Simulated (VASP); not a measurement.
# GaN (F-43m) in VASP: further runs

GaN is run at these levels: PBE-based global hybrid with 5 % exact exchange, HSE06; tasks: single point.

Program: VASP 6.6.1. These are calculated values, not measurements. Logs are shortened: lines on timing, memory, paths and dates and some standing lists are left out, and cuts for length are marked.

## (1) The cell of the first run

It takes space group F-43m (No. 216, cubic). The conventional cell has a = 4.498 Å, b = 4.498 Å, c = 4.498 Å, α = 90.00°, β = 90.00°, γ = 90.00°. Ga (site symmetry -43m) has 4 N at 1.95 Å within 2.6 Å. N (site symmetry -43m) has 4 Ga at 1.95 Å within 2.6 Å.

## (2) Single point, PBE-based global hybrid with 5 % exact exchange

The input, POSCAR:

```
GaN
1.0
    0.0000000000      2.2489525415      2.2489525415
    2.2489525415      0.0000000000      2.2489525415
    2.2489525415      2.2489525415      0.0000000000
Ga N
1 1
Direct
    0.0000000000      0.0000000000      0.0000000000
    0.2500000000      0.2500000000      0.2500000000
```

The input, INCAR.step1:

```
SYSTEM = GaN
PREC = Accurate ; ENCUT = 520
EDIFF = 1E-5 ; ISMEAR = 0
SIGMA = 0.01 ; LREAL = .False.
LASPH = .True. ; NELM = 80
ALGO = Normal ; ISIF = 2
LWAVE = .True. ; LCHARG = .False.
GGA = PE ; NBANDS = 16
```

The input, INCAR.step2:

```
SYSTEM = GaN
PREC = Accurate ; ENCUT = 520
EDIFF = 1E-6 ; ISMEAR = 0
SIGMA = 0.01 ; LREAL = .False.
LASPH = .True. ; NELM = 80
ALGO = Normal ; ISIF = 2
LWAVE = .False. ; LCHARG = .False.
GGA = PE ; LHFCALC = .True.
AEXX = 0.05 ; PRECFOCK = Normal
ISTART = 1 ; NBANDS = 16
```

The input, KPOINTS:

```
Automatic mesh
0
Gamma
  4 4 4
  0 0 0
```

Potentials or basis: VASP PAW PBE potentials, release 64 (Ga_d, N).

On the command line:

```
> cat potpaw_PBE.64/Ga_d/POTCAR potpaw_PBE.64/N/POTCAR > POTCAR
> cp INCAR.step1 INCAR
> mpirun -np 1 vasp_std > vasp.out
> cp INCAR.step2 INCAR
> mpirun -np 1 vasp_std > vasp.out
```

OUTCAR:

```text
SYSTEM = GaN
   PREC = Accurate
   ENCUT = 520
   EDIFF = 1E-6
   ISMEAR = 0
   LREAL = .False.
   LASPH = .True.
   NELM = 80
   ISIF = 2
   GGA = PE
   LHFCALC = .True.
   AEXX = 0.05
   PRECFOCK = Normal
   ISTART = 1

 ion  position               nearest neighbor table
   1  0.000  0.000  0.000-   2 1.95   2 1.95   2 1.95   2 1.95
   2  0.250  0.250  0.250-   1 1.95   1 1.95   1 1.95   1 1.95

  LATTYP: Found a face centered cubic cell.
 ALAT       =     4.4979050830

  Lattice vectors:

 A1 = (   0.0000000000,   2.2489525415,   2.2489525415)
 A2 = (   2.2489525415,   0.0000000000,   2.2489525415)
 A3 = (   2.2489525415,   2.2489525415,   0.0000000000)

Analysis of symmetry for initial positions (statically):
=====================================================================
 Subroutine PRICEL returns:
 Original cell was already a primitive cell.

 Routine SETGRP: Setting up the symmetry group for a
 face centered cubic supercell.

 Subroutine GETGRP returns: Found 24 space group operations
 (whereof 24 operations were pure point group operations)
 out of a pool of 48 trial point group operations.

The static configuration has the point symmetry T_d .

Analysis of symmetry for dynamics (positions and initial velocities):
=====================================================================
 Subroutine PRICEL returns:
 Original cell was already a primitive cell.

 Routine SETGRP: Setting up the symmetry group for a
 face centered cubic supercell.

 Subroutine GETGRP returns: Found 24 space group operations
 (whereof 24 operations were pure point group operations)
 out of a pool of 48 trial point group operations.

The dynamic configuration has the point symmetry T_d .

 Subroutine INISYM returns: Found 24 space group operations
 (whereof 24 operations are pure point group operations),
 and found     1 'primitive' translations

----------------------------------------------------------------------------------------

                                     Primitive cell

  volume of cell :      22.7494

  direct lattice vectors                    reciprocal lattice vectors
     0.000000000  2.248952542  2.248952542    -0.222325723  0.222325723  0.222325723
     2.248952542  0.000000000  2.248952542     0.222325723 -0.222325723  0.222325723
     2.248952542  2.248952542  0.000000000     0.222325723  0.222325723 -0.222325723

  length of vectors
     3.180499185  3.180499185  3.180499185     0.385079448  0.385079448  0.385079448

  position of ions in fractional coordinates (direct lattice)
     0.000000000  0.000000000  0.000000000
     0.250000000  0.250000000  0.250000000

  ion indices of the primitive-cell ions
   primitive index   ion index
                 1           1
                 2           2

----------------------------------------------------------------------------------------

 KPOINTS: Automatic mesh

Automatic generation of k-mesh.
 Grid dimensions read from file:
 generate k-points for:    4    4    4

 Generating k-lattice:

  Cartesian coordinates                     Fractional coordinates (reciprocal lattice)
    -0.055581431  0.055581431  0.055581431     0.250000000  0.000000000  0.000000000
     0.055581431 -0.055581431  0.055581431     0.000000000  0.250000000  0.000000000
     0.055581431  0.055581431 -0.055581431     0.000000000  0.000000000  0.250000000

  Length of vectors
     0.096269862  0.096269862  0.096269862

  Shift w.r.t. Gamma in fractional coordinates (k-lattice)
     0.000000000  0.000000000  0.000000000

 Subroutine IBZKPT returns following result:
 ===========================================

 Found      8 irreducible k-points:

 Following reciprocal coordinates:
            Coordinates               Weight
  0.000000  0.000000  0.000000      1.000000
  0.250000  0.000000  0.000000      8.000000
  0.500000  0.000000  0.000000      4.000000
  0.250000  0.250000  0.000000      6.000000
  0.500000  0.250000  0.000000     24.000000
 -0.250000  0.250000  0.000000     12.000000
  0.500000  0.500000  0.000000      3.000000
 -0.250000  0.500000  0.250000      6.000000
   k-points           NKPTS =      8   k-points in BZ     NKDIM =     64   number of bands    NBANDS=     16
   number of dos      NEDOS =    301   number of ions     NIONS =      2
   total plane-waves  NPLWV =  13824
   dimension x,y,z NGX =    24 NGY =   24 NGZ =   24
   dimension x,y,z NGXF=    48 NGYF=   48 NGZF=   48
   ions per type =               1   1
   NGX,Y,Z   is equivalent  to a cutoff of  12.54, 12.54, 12.54 a.u.
   NGXF,Y,Z  is equivalent  to a cutoff of  25.09, 25.09, 25.09 a.u.
 SYSTEM =  GaN
   PREC   = accura    normal or accurate (medium, high low for compatibility)
   ISTART =      1    job   : 0-new  1-cont  2-samecut
   ICHARG =      0    charge: 1-file 2-atom 10-const
   ISPIN  =      1    spin polarized calculation?
   LNONCOLLINEAR =      F non collinear calculations
   LSORBIT =      F    spin-orbit coupling
   LASPH  =      T    aspherical Exc in radial PAW
   ENCUT  =  520.0 eV  38.22 Ry    6.18 a.u.   5.91  5.91  5.91*2*pi/ulx,y,z
   NELM   =     80;   NELMIN=  2; NELMDL=  0     # of ELM steps
   EDIFF  = 0.1E-05   stopping-criterion for ELM
   LREAL  =      F    real-space projection
   EDIFFG = 0.1E-04   stopping-criterion for IOM
   NSW    =      0    number of steps for IOM
   IBRION =     -1    ionic relax: 0-MD 1-quasi-New 2-CG
   NFREE  =      0    steps in history (QN), initial steepest desc. (CG)
   ISIF   =      2    stress and relaxation
   ISYM   =      3    0-nonsym 1-usesym 2-fastsym
   POTIM  = 0.5000    time-step for ionic-motion
   TEBEG  =    0.0;   TEEND  =   0.0 temperature during run
   PSTRESS=    0.0 pullay stress
   NELECT =      18.0000    total number of electrons
   NUPDOWN=      -1.0000    fix difference up-down
   EMIN   =  10.00;   EMAX   =-10.00  energy-range for DOS
   EFERMI =   0.00;   METHOD = LEGACY
   ISMEAR =     0;   SIGMA  =   0.01  broadening in eV -4-tet -1-fermi 0-gaus
   EFERMI_NEDOS =   21; number of points for ismear=-14 and -15
   IALGO  =     38    algorithm
   IMIX   =      1    mixing-type and parameters
     AMIX     =   0.40;   BMIX     =  1.00
     AMIX_MAG =   1.60;   BMIX_MAG =  1.00
  volume/ion in A,a.u.               =      11.37        76.76
  Fermi-wavevector in a.u.,A,eV,Ry     =   1.514173  2.861371 31.194330  2.292719
  Thomas-Fermi vector in A             =   2.623866
   LORBIT       =      0    0 simple, 1 ext, 2 COOP (PROOUT), +10 PAW based schemes
   GGA     = PE    functional components
   LHFCALC =     T    Hartree Fock is set to
   PRECFOCK=normal    Normal, Fast or Accurate (Low or Medium for compatibility)
   ENCUT4O =  -1.0   cutoff for four orbital integrals eV
   NKREDX  =     1    reduce k-point grid by
   NKREDY  =     1    reduce k-point grid by
   NKREDZ  =     1    reduce k-point grid by
   AEXX    =    0.0500 exact exchange contribution
   HFSCREEN=    0.0000 screening length (either q_TF or 0.3 A-1)
   HFSCREENC=   0.0000 screening length for correlation (either q_TF or 0.3 A-1)
   ENCUTFOCK=  -1.0 apply spherical cutoff to Coloumb kernel
   IVDW    =     0    specifies the selected vdW correction
   LEPSILON=     F    determine dielectric tensor
   LRPA    =     F    only Hartree local field effects (RPA)
 non-spin polarized calculation
 Gauss-broadening in eV      SIGMA  =   0.01
  energy-cutoff  :      520.00
  volume of cell :       22.75
 maximum number of plane-waves:       620
  NGX = 18; NGY = 18; NGZ = 18

 number of electron      18.0000009 magnetization

 Free energy of the ion-electron system (eV)
  ---------------------------------------------------
  ext. energy  EPLUGINS =         0.00000000
  ---------------------------------------------------
  free energy    TOTEN  =       -12.77753129 eV

  energy without entropy =      -12.77753129  energy(sigma->0) =      -12.77753129

 E-fermi :   5.2079     XC(G=0): -11.1864

 val. band max:        5.1476770421   @ k =   0.0000   0.0000   0.0000
 cond. band min:       7.3002522210   @ k =   0.0000   0.0000   0.0000
 fundamental gap:      2.1525751789
 Fermi energy:         5.2078925729

 k-point     1 :       0.0000    0.0000    0.0000
  band No.  band energies     occupation
      1     -11.1561      2.00000
      2      -8.7661      2.00000
      3      -8.7661      2.00000
      4      -8.7661      2.00000
      5      -8.4428      2.00000
      6      -8.4428      2.00000
[... 8 lines left out ...]
     15      24.4978      0.00000
     16      24.4978      0.00000

 k-point     2 :       0.2500    0.0000    0.0000
  band No.  band energies     occupation
      1     -10.6194      2.00000
      2      -8.7048      2.00000
      3      -8.7048      2.00000
      4      -8.4382      2.00000
      5      -8.4382      2.00000
      6      -8.3722      2.00000
[... 8 lines left out ...]
     15      22.5025      0.00000
     16      22.5025      0.00000

 k-point     3 :       0.5000    0.0000    0.0000
  band No.  band energies     occupation
      1     -10.2837      2.00000
      2      -8.6776      2.00000
      3      -8.6776      2.00000
      4      -8.3964      2.00000
      5      -8.3964      2.00000
      6      -7.1103      2.00000
[... 8 lines left out ...]
     15      25.4076      0.00000
     16      25.4076      0.00000

 k-point     4 :       0.2500    0.2500    0.0000
  band No.  band energies     occupation
      1     -10.4690      2.00000
      2      -8.6234      2.00000
      3      -8.6234      2.00000
      4      -8.5932      2.00000
      5      -8.4044      2.00000
      6      -8.2264      2.00000
[... 8 lines left out ...]
     15      27.0746      0.00000
     16      28.0419      0.00000

 k-point     5 :       0.5000    0.2500    0.0000
  band No.  band energies     occupation
      1     -10.1857      2.00000
      2      -8.6480      2.00000
      3      -8.5652      2.00000
      4      -8.5117      2.00000
      5      -8.3895      2.00000
      6      -6.9357      2.00000
[... 8 lines left out ...]
     15      26.9377      0.00000
     16      27.3725      0.00000

 k-point     6 :      -0.2500    0.2500    0.0000
  band No.  band energies     occupation
      1     -10.2604      2.00000
      2      -8.6666      2.00000
      3      -8.6168      2.00000
      4      -8.4576      2.00000
      5      -8.4525      2.00000
      6      -7.3691      2.00000
[... 8 lines left out ...]
     15      23.0807      0.00000
     16      27.2793      0.00000

 k-point     7 :       0.5000    0.5000    0.0000
  band No.  band energies     occupation
      1     -10.1274      2.00000
      2      -8.6768      2.00000
      3      -8.4616      2.00000
      4      -8.4616      2.00000
      5      -8.3660      2.00000
      6      -6.6550      2.00000
[... 8 lines left out ...]
     15      27.5575      0.00000
     16      30.3155      0.00000

 k-point     8 :      -0.2500    0.5000    0.2500
  band No.  band energies     occupation
      1     -10.1231      2.00000
      2      -8.6141      2.00000
      3      -8.5926      2.00000
      4      -8.4370      2.00000
      5      -8.4320      2.00000
      6      -6.3666      2.00000
[... 8 lines left out ...]
     15      25.0369      0.00000
     16      29.4881      0.00000

------------------------ aborting loop because EDIFF is reached ----------------------------------------

  FORCE on cell =-STRESS in cart. coord.  units (eV):
  Direction    XX          YY          ZZ          XY          YZ          ZX
  --------------------------------------------------------------------------------------
  -------------------------------------------------------------------------------------
  Total        0.6939196      0.6939196      0.6939196     -0.0000000     -0.0000000      0.0000000
  in kB       48.8707380     48.8707380     48.8707380     -0.0000000     -0.0000000      0.0000000
  external PRESSURE =      48.8707380 kB  Pullay stress =       0.0000000 kB

 VOLUME and BASIS-vectors are now :
 -----------------------------------------------------------------------------
  energy-cutoff  :      520.00
  volume of cell :       22.75
      direct lattice vectors                 reciprocal lattice vectors
     0.000000000  2.248952542  2.248952542    -0.222325723  0.222325723  0.222325723
     2.248952542  0.000000000  2.248952542     0.222325723 -0.222325723  0.222325723
     2.248952542  2.248952542  0.000000000     0.222325723  0.222325723 -0.222325723

 POSITION                                       TOTAL-FORCE (eV/Angst)
 -----------------------------------------------------------------------------------
      0.00000      0.00000      0.00000        -0.000000     -0.000000     -0.000000
      1.12448      1.12448      1.12448         0.000000      0.000000      0.000000
 -----------------------------------------------------------------------------------
    total drift:                               -0.000025     -0.000023     -0.000021

  FREE ENERGIE OF THE ION-ELECTRON SYSTEM (eV)
  ---------------------------------------------------
  free  energy   TOTEN  =       -12.7775312873 eV

  energy  without entropy=      -12.7775312873  energy(sigma->0) =      -12.77753129
```

Run time: 4.7 min. Hardware: 1 thread of AMD EPYC 7R13, shared host; peak memory 0.12 GiB.

Results:

| Property | Result |
| --- | --- |
| Free energy | -12.7775 eV |
| Pressure | 4.9 GPa |
| Band gap on the k mesh | 2.15 eV |

Caveat: the k points lie up to 0.60 Å⁻¹ apart; the structure was generated, so it needn't be the stable form of GaN; the PAW data sets were made with another functional, which shifts forces and pressure a little.

## (3) Single point, HSE06

POSCAR is that of step 2.

The input, INCAR.step1:

```
SYSTEM = GaN
ALGO = Normal ; EDIFF = 1E-5
ENCUT = 520 ; GGA = PE
ISIF = 2 ; ISMEAR = 0
LASPH = .TRUE. ; LREAL = .FALSE.
LWAVE = .TRUE. ; NBANDS = 16
NELM = 60 ; PREC = Accurate
SIGMA = 0.01
```

The input, INCAR.step2:

```
SYSTEM = GaN
ALGO = Normal ; EDIFF = 1E-6
ENCUT = 520 ; GGA = PE
HFSCREEN = 0.2079 ; ISIF = 2
ISMEAR = 0 ; ISTART = 1
LASPH = .TRUE. ; LCHARG = .TRUE.
LELF = .TRUE. ; LHFCALC = .TRUE.
LREAL = .FALSE. ; LVHAR = .TRUE.
LWAVE = .FALSE. ; NBANDS = 16
NELM = 60 ; PREC = Accurate
PRECFOCK = Normal ; SIGMA = 0.01
```

The input, KPOINTS:

```
k-points
0
G
  4 4 4
  0 0 0
```

Potentials or basis: VASP PAW PBE potentials, release 64 (Ga_d, N).

On the command line:

```
> cat potpaw_PBE.64/Ga_d/POTCAR potpaw_PBE.64/N/POTCAR > POTCAR
> cp INCAR.step1 INCAR
> mpirun -np 1 vasp_std > vasp.out
> cp INCAR.step2 INCAR
> mpirun -np 1 vasp_std > vasp.out
```

It took 6.6 min on 1 thread of AMD EPYC 7R13, shared host; peak memory 0.22 GiB.

Results (log left out):

* Free energy: -14.6892 eV
* Pressure: -0.1 GPa
* Band gap on the k mesh: 3.06 eV

Levels at points of the mesh, in eV from the valence-band top:
| k point | band 5 | band 6 | band 7 | band 8 | band 9 | band 10 | band 11 | band 12 | band 13 | band 14 |
| --- | --- | --- | --- | --- | --- | --- | --- | --- | --- | --- |
| (0.00, 0.00, 0.00) | -15.27 | -15.27 | 0.00 | 0.00 | 0.00 | 3.06 | 11.94 | 11.94 | 11.94 | 19.46 |
| (0.50, 0.00, 0.00) | -15.23 | -13.61 | -7.58 | -1.05 | -1.05 | 6.14 | 10.46 | 11.93 | 11.93 | 17.39 |
| (0.50, 0.50, 0.00) | -15.20 | -13.05 | -6.59 | -2.93 | -2.93 | 4.45 | 8.18 | 13.64 | 16.10 | 16.10 |

Caveat: the k points lie up to 0.60 Å⁻¹ apart; the structure was generated, so it needn't be the stable form of GaN; the PAW data sets were made with another functional, which shifts forces and pressure a little.
